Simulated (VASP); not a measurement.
Set up this calculation in VASP 6.6.1, as the native input.

```
Task                   : single point
Functional             : PBEsol
Potentials or basis    : VASP PAW PBE potentials, release 64 (Ta_pv, N)
Cutoff                 : 520 eV
k mesh                 : 6 × 6 × 4
Occupations            : gaussian, width 0.1 eV
Spin                   : no spin polarisation
Dipole correction      : no
Further INCAR settings : ALGO = Normal; EDIFF = 1e-07; NBANDS = 50
```

The structure of Ta2N (sol) lies in POSCAR:

```
Ta2N
1.0
    5.2965720500      0.0000000000      0.0000000000
   -2.6482860300      4.5869659500      0.0000000000
    0.0000000000      0.0000000000      4.9391825700
Ta N
6 3
Direct
    0.6663616800      0.6663616800      0.7536182600
    0.0000000000      0.3336383200      0.7536182600
    0.3336383200      0.0000000000      0.7536182600
    0.3336383200      0.3336383200      0.2463817400
    0.0000000000      0.6663616800      0.2463817400
    0.6663616800      0.0000000000      0.2463817400
    0.6666666700      0.3333333300      0.5000000000
    0.3333333300      0.6666666700      0.5000000000
    0.0000000000      0.0000000000      0.0000000000
```

One way to write it, as run:

INCAR

```
SYSTEM = Ta2N
PREC     = Accurate       ! precision mode
ENCUT    = 520            ! plane-wave cutoff, eV
EDIFF    = 1E-7           ! SCF threshold, eV
ISMEAR   = 0              ! smearing method
SIGMA    = 0.1            ! smearing width, eV
LREAL    = .FALSE.        ! projectors in reciprocal space
LASPH    = .TRUE.         ! aspherical terms in the spheres
NELM     = 100            ! most SCF steps
ALGO     = Normal         ! electronic algorithm
ISIF     = 2              ! what is computed and relaxed
LWAVE    = .FALSE.        ! write WAVECAR
LCHARG   = .FALSE.        ! write CHGCAR
GGA      = PS             ! functional
NBANDS   = 50             ! bands
```

KPOINTS

```
Automatic mesh
0
G
  6 6 4
  0 0 0
```

Potentials or basis: VASP PAW PBE potentials, release 64 (Ta_pv, N).

Command:

```bash
$ cat potpaw_PBE.64/Ta_pv/POTCAR potpaw_PBE.64/N/POTCAR > POTCAR
$ mpirun -np 1 vasp_std > vasp.out
```

It gave:

- Pressure: -4.8 GPa
- Largest force: 0.095 eV/Å

Caveat: the PAW data sets were made with another functional, which shifts forces and pressure a little.

Wall time 2.3 min on 1 thread of Intel(R) Xeon(R) Platinum 8488C (Sapphire Rapids), on a shared host, peak memory 0.29 GiB.
